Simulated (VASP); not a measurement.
# LiF (Fm-3m) in VASP: a series of runs

The runs below take LiF through single point, with PBE, r2SCAN.

Program: VASP 6.6.1. These are calculated values, not measurements. Logs are shortened: lines on timing, memory, paths and dates and some standing lists are left out, and cuts for length are marked.

### Step 1. The cell of the first run

The structure is cubic, space group Fm-3m (No. 225). The conventional cell has a = 3.990 Å, b = 3.990 Å, c = 3.990 Å, α = 90.00°, β = 90.00°, γ = 90.00°. Li (site symmetry m-3m) has 6 F at 1.99 Å within 2.6 Å. Within 2.6 Å of F (site symmetry m-3m) lie 6 Li at 1.99 Å.

### Step 2. Single point, PBE

INCAR reads:

```
PREC = Accurate
ENCUT = 520
EDIFF = 1E-7
ISMEAR = 0
SIGMA = 0.01
LREAL = False
LASPH = True
NELM = 80
ALGO = Normal
ISIF = 2
LWAVE = False
LCHARG = False
GGA = PE
NBANDS = 12
```

KPOINTS reads:

```
regular mesh
0
Gamma
  10 10 10
```

POSCAR reads:

```
LiF
1.0
    0.0000000000      1.9948717404      1.9948717404
    1.9948717404      0.0000000000      1.9948717404
    1.9948717404      1.9948717404      0.0000000000
Li F
1 1
Direct
    0.0000000000      0.0000000000      0.0000000000
    0.5000000000      0.5000000000      0.5000000000
```

Potentials or basis: VASP PAW PBE potentials, release 64 (Li_sv, F).

On the command line:

```bash
> cat potpaw_PBE.64/Li_sv/POTCAR potpaw_PBE.64/F/POTCAR > POTCAR
> mpirun -np 1 vasp_std > vasp.out
```

OUTCAR:

```text
PREC = Accurate
   ENCUT = 520
   EDIFF = 1E-7
   ISMEAR = 0
   LREAL = False
   LASPH = True
   NELM = 80
   ISIF = 2
   GGA = PE

 ion  position               nearest neighbor table
   1  0.000  0.000  0.000-   2 1.99   2 1.99   2 1.99   2 1.99   2 1.99   2 1.99
   2  0.500  0.500  0.500-   1 1.99   1 1.99   1 1.99   1 1.99   1 1.99   1 1.99

  LATTYP: Found a face centered cubic cell.
 ALAT       =     3.9897434808

  Lattice vectors:

 A1 = (   0.0000000000,   1.9948717404,   1.9948717404)
 A2 = (   1.9948717404,   0.0000000000,   1.9948717404)
 A3 = (   1.9948717404,   1.9948717404,   0.0000000000)

Analysis of symmetry for initial positions (statically):
=====================================================================
 Subroutine PRICEL returns:
 Original cell was already a primitive cell.

 Routine SETGRP: Setting up the symmetry group for a
 face centered cubic supercell.

 Subroutine GETGRP returns: Found 48 space group operations
 (whereof 48 operations were pure point group operations)
 out of a pool of 48 trial point group operations.

The static configuration has the point symmetry O_h .

Analysis of symmetry for dynamics (positions and initial velocities):
=====================================================================
 Subroutine PRICEL returns:
 Original cell was already a primitive cell.

 Routine SETGRP: Setting up the symmetry group for a
 face centered cubic supercell.

 Subroutine GETGRP returns: Found 48 space group operations
 (whereof 48 operations were pure point group operations)
 out of a pool of 48 trial point group operations.

The dynamic configuration has the point symmetry O_h .

 Subroutine INISYM returns: Found 48 space group operations
 (whereof 48 operations are pure point group operations),
 and found     1 'primitive' translations

----------------------------------------------------------------------------------------

                                     Primitive cell

  volume of cell :      15.8772

  direct lattice vectors                    reciprocal lattice vectors
     0.000000000  1.994871740  1.994871740    -0.250642680  0.250642680  0.250642680
     1.994871740  0.000000000  1.994871740     0.250642680 -0.250642680  0.250642680
     1.994871740  1.994871740  0.000000000     0.250642680  0.250642680 -0.250642680

  length of vectors
     2.821174670  2.821174670  2.821174670     0.434125857  0.434125857  0.434125857

  position of ions in fractional coordinates (direct lattice)
     0.000000000  0.000000000  0.000000000
     0.500000000  0.500000000  0.500000000

  ion indices of the primitive-cell ions
   primitive index   ion index
                 1           1
                 2           2

----------------------------------------------------------------------------------------

 KPOINTS: regular mesh

Automatic generation of k-mesh.
 Grid dimensions read from file:
 generate k-points for:   10   10   10

 Generating k-lattice:

  Cartesian coordinates                     Fractional coordinates (reciprocal lattice)
    -0.025064268  0.025064268  0.025064268     0.100000000  0.000000000  0.000000000
     0.025064268 -0.025064268  0.025064268     0.000000000  0.100000000  0.000000000
     0.025064268  0.025064268 -0.025064268     0.000000000  0.000000000  0.100000000

  Length of vectors
     0.043412586  0.043412586  0.043412586

  Shift w.r.t. Gamma in fractional coordinates (k-lattice)
     0.000000000  0.000000000  0.000000000

 Subroutine IBZKPT returns following result:
 ===========================================

 Found     47 irreducible k-points:

 Following reciprocal coordinates:
            Coordinates               Weight
  0.000000  0.000000  0.000000      1.000000
  0.100000  0.000000  0.000000      8.000000
  0.200000  0.000000  0.000000      8.000000
  0.300000  0.000000  0.000000      8.000000
  0.400000  0.000000  0.000000      8.000000
  0.500000  0.000000  0.000000      4.000000
[... 16 lines left out ...]
  0.300000  0.300000  0.000000      6.000000
  0.400000  0.300000  0.000000     24.000000
 [... further k-points ...]
   k-points           NKPTS =     47   k-points in BZ     NKDIM =     47   number of bands    NBANDS=     12
   number of dos      NEDOS =    301   number of ions     NIONS =      2
   total plane-waves  NPLWV =  13824
   dimension x,y,z NGX =    24 NGY =   24 NGZ =   24
   dimension x,y,z NGXF=    48 NGYF=   48 NGZF=   48
   ions per type =               1   1
   NGX,Y,Z   is equivalent  to a cutoff of  14.14, 14.14, 14.14 a.u.
   NGXF,Y,Z  is equivalent  to a cutoff of  28.29, 28.29, 28.29 a.u.
 SYSTEM =  unknown system
   PREC   = accura    normal or accurate (medium, high low for compatibility)
   ISTART =      0    job   : 0-new  1-cont  2-samecut
   ICHARG =      2    charge: 1-file 2-atom 10-const
   ISPIN  =      1    spin polarized calculation?
   LNONCOLLINEAR =      F non collinear calculations
   LSORBIT =      F    spin-orbit coupling
   LASPH  =      T    aspherical Exc in radial PAW
   ENCUT  =  520.0 eV  38.22 Ry    6.18 a.u.   5.25  5.25  5.25*2*pi/ulx,y,z
   NELM   =     80;   NELMIN=  2; NELMDL= -5     # of ELM steps
   EDIFF  = 0.1E-06   stopping-criterion for ELM
   LREAL  =      F    real-space projection
   EDIFFG = 0.1E-05   stopping-criterion for IOM
   NSW    =      0    number of steps for IOM
   IBRION =     -1    ionic relax: 0-MD 1-quasi-New 2-CG
   NFREE  =      0    steps in history (QN), initial steepest desc. (CG)
   ISIF   =      2    stress and relaxation
   ISYM   =      2    0-nonsym 1-usesym 2-fastsym
   POTIM  = 0.5000    time-step for ionic-motion
   TEBEG  =    0.0;   TEEND  =   0.0 temperature during run
   PSTRESS=    0.0 pullay stress
   NELECT =      10.0000    total number of electrons
   NUPDOWN=      -1.0000    fix difference up-down
   EMIN   =  10.00;   EMAX   =-10.00  energy-range for DOS
   EFERMI =   0.00;   METHOD = LEGACY
   ISMEAR =     0;   SIGMA  =   0.01  broadening in eV -4-tet -1-fermi 0-gaus
   EFERMI_NEDOS =   21; number of points for ismear=-14 and -15
   IALGO  =     38    algorithm
   IMIX   =      4    mixing-type and parameters
     AMIX     =   0.40;   BMIX     =  1.00
     AMIX_MAG =   1.60;   BMIX_MAG =  1.00
  volume/ion in A,a.u.               =       7.94        53.57
  Fermi-wavevector in a.u.,A,eV,Ry     =   1.403298  2.651848 26.793202  1.969245
  Thomas-Fermi vector in A             =   2.525974
   LORBIT       =      0    0 simple, 1 ext, 2 COOP (PROOUT), +10 PAW based schemes
   GGA     = PE    functional components
   LHFCALC =     F    Hartree Fock is set to
   AEXX    =    0.0000 exact exchange contribution
   IVDW    =     0    specifies the selected vdW correction
   LEPSILON=     F    determine dielectric tensor
   LRPA    =     F    only Hartree local field effects (RPA)
 non-spin polarized calculation
 Gauss-broadening in eV      SIGMA  =   0.01
  energy-cutoff  :      520.00
  volume of cell :       15.88
 maximum number of plane-waves:       444
 NGX is ok and might be reduce to    24
   NGX = 11   NGY = 11   NGZ = 11

 number of electron      10.0000000 magnetization

 number of electron       9.9999997 magnetization

 Free energy of the ion-electron system (eV)
  ---------------------------------------------------
  ext. energy  EPLUGINS =         0.00000000
  ---------------------------------------------------
  free energy    TOTEN  =        -9.62804545 eV

  energy without entropy =       -9.62804545  energy(sigma->0) =       -9.62804545

 E-fermi :  -0.6495     XC(G=0): -10.1228

 val. band max:       -0.8421721714   @ k =   0.0000   0.0000   0.0000
 cond. band min:       8.5098308269   @ k =   0.0000   0.0000   0.0000
 fundamental gap:      9.3520029984
 Fermi energy:        -0.6495272416

 k-point     1 :       0.0000    0.0000    0.0000
  band No.  band energies     occupation
      1     -41.7001      2.00000
      2     -20.8959      2.00000
      3      -0.8422      2.00000
      4      -0.8422      2.00000
      5      -0.8422      2.00000
      6       8.5098      0.00000
      7      23.5069      0.00000
      8      23.5069      0.00000
      9      23.5069      0.00000
     10      23.7657      0.00000
     11      23.7657      0.00000
     12      23.7657      0.00000

 k-point     2 :       0.1000    0.0000    0.0000
  band No.  band energies     occupation
      1     -41.6938      2.00000
      2     -20.8556      2.00000
      3      -1.1384      2.00000
      4      -0.8662      2.00000
      5      -0.8662      2.00000
      6       8.7986      0.00000
      7      20.7157      0.00000
      8      22.1927      0.00000
      9      22.1927      0.00000
     10      24.8522      0.00000
     11      24.8522      0.00000
     12      24.9425      0.00000

 k-point     3 :       0.2000    0.0000    0.0000
  band No.  band energies     occupation
      1     -41.6774      2.00000
      2     -20.7465      2.00000
      3      -1.8500      2.00000
      4      -0.9277      2.00000
      5      -0.9277      2.00000
      6       9.4379      0.00000
      7      18.2273      0.00000
      8      20.6644      0.00000
      9      20.6644      0.00000
     10      25.9446      0.00000
     11      26.2211      0.00000
     12      26.2212      0.00000
[... 286 lines left out ...]
 k-point    23 :       0.3000    0.3000    0.0000
  band No.  band energies     occupation
      1     -41.6447      2.00000
      2     -20.4558      2.00000
      3      -2.8126      2.00000
      4      -1.5332      2.00000
      5      -1.5332      2.00000
      6      11.6918      0.00000
      7      17.2528      0.00000
      8      18.4978      0.00000
      9      19.8914      0.00000
     10      19.8915      0.00000
     11      34.2184      0.00000
     12      34.3199      0.00000

 k-point    24 :       0.4000    0.3000    0.0000
  band No.  band energies     occupation
      1     -41.6325      2.00000
      2     -20.3386      2.00000
      3      -3.2480      2.00000
      4      -1.7520      2.00000
      5      -1.6356      2.00000
      6      12.5100      0.00000
      7      16.1258      0.00000
      8      18.0039      0.00000
      9      19.6395      0.00000
     10      20.7080      0.00000
     11      33.7382      0.00000
     12      34.5820      0.00000

 [... further k-points ...]
[... 5 lines left out ...]
  --------------------------------------------------------------------------------------
  -------------------------------------------------------------------------------------
  Total        0.3943766      0.3943766      0.3943766      0.0000000      0.0000000      0.0000000
  in kB       39.7966766     39.7966766     39.7966766      0.0000000      0.0000000      0.0000000
  external PRESSURE =      39.7966766 kB  Pullay stress =       0.0000000 kB

 VOLUME and BASIS-vectors are now :
 -----------------------------------------------------------------------------
  energy-cutoff  :      520.00
  volume of cell :       15.88
      direct lattice vectors                 reciprocal lattice vectors
     0.000000000  1.994871740  1.994871740    -0.250642680  0.250642680  0.250642680
     1.994871740  0.000000000  1.994871740     0.250642680 -0.250642680  0.250642680
     1.994871740  1.994871740  0.000000000     0.250642680  0.250642680 -0.250642680

 POSITION                                       TOTAL-FORCE (eV/Angst)
 -----------------------------------------------------------------------------------
      0.00000      0.00000      0.00000        -0.000000     -0.000000      0.000000
      1.99487      1.99487      1.99487         0.000000      0.000000     -0.000000
 -----------------------------------------------------------------------------------
    total drift:                               -0.000000     -0.000000      0.000000

  FREE ENERGIE OF THE ION-ELECTRON SYSTEM (eV)
  ---------------------------------------------------
  free  energy   TOTEN  =        -9.6280454494 eV

  energy  without entropy=       -9.6280454494  energy(sigma->0) =       -9.62804545
```

Wall time 18 s (1 thread of AMD EPYC 7R13, shared host); peak memory 0.1 GiB.

Results:

| Item | Value |
| --- | --- |
| Free energy | -9.6280 eV |
| Band gap on the k mesh | 9.35 eV, direct |

Caveat: the cutoff is under 1.25 times the usual one of these potentials, so pressure, stress and relaxed cells hold a basis-set (Pulay) error.

### Step 3. Single point, r2SCAN (volume changed by -6%)

POSCAR reads:

```
LiF
1.0
    0.0000000000      1.9541486455      1.9541486455
    1.9541486455      0.0000000000      1.9541486455
    1.9541486455      1.9541486455      0.0000000000
Li F
1 1
Direct
    0.0000000000      0.0000000000      0.0000000000
    0.5000000000      0.5000000000      0.5000000000
```

INCAR.step1 reads:

```
ALGO = Normal
EDIFF = 1E-4
ENCUT = 520
GGA = PE
ISMEAR = 0
LASPH = T
LCHARG = F
LREAL = F
LWAVE = T
NBANDS = 12
NELM = 80
PREC = Accurate
SIGMA = 0.01
```

INCAR.step2 reads:

```
ALGO = Normal
EDIFF = 1E-6
ENCUT = 520
ISIF = 2
ISMEAR = 0
ISTART = 1
LASPH = T
LCHARG = F
LMIXTAU = T
LREAL = F
LWAVE = F
METAGGA = R2SCAN
NBANDS = 12
NELM = 80
PREC = Accurate
SIGMA = 0.01
```

KPOINTS reads:

```
k-points
0
Gamma
  10 10 10
```

Potentials or basis: VASP PAW PBE potentials, release 64 (Li_sv, F).

On the command line:

```bash
> cat potpaw_PBE.64/Li_sv/POTCAR potpaw_PBE.64/F/POTCAR > POTCAR
> cp INCAR.step1 INCAR
> mpirun -np 1 vasp_std > vasp.out
> cp INCAR.step2 INCAR
> mpirun -np 1 vasp_std > vasp.out
```

Run time: 98 s. Hardware: 1 thread of AMD EPYC 7R13, shared host; peak memory 0.11 GiB.

Results (log left out):

* Free energy: -11.8876 eV
* Band gap on the k mesh: 11.18 eV, direct

Levels at points of the mesh, in eV from the valence-band top:
| k point | band 3 | band 4 | band 5 | band 6 | band 7 | band 8 |
| --- | --- | --- | --- | --- | --- | --- |
| (0.00, 0.00, 0.00) | 0.00 | 0.00 | 0.00 | 11.18 | 26.40 | 26.40 |
| (0.50, 0.00, 0.00) | -2.77 | -0.28 | -0.28 | 12.36 | 19.30 | 21.20 |
| (0.50, 0.50, 0.00) | -3.42 | -1.15 | -1.15 | 17.00 | 17.89 | 20.34 |

Caveat: the cutoff is under 1.25 times the usual one of these potentials, so pressure, stress and relaxed cells hold a basis-set (Pulay) error; the PAW data sets were made with another functional, which shifts forces and pressure a little.
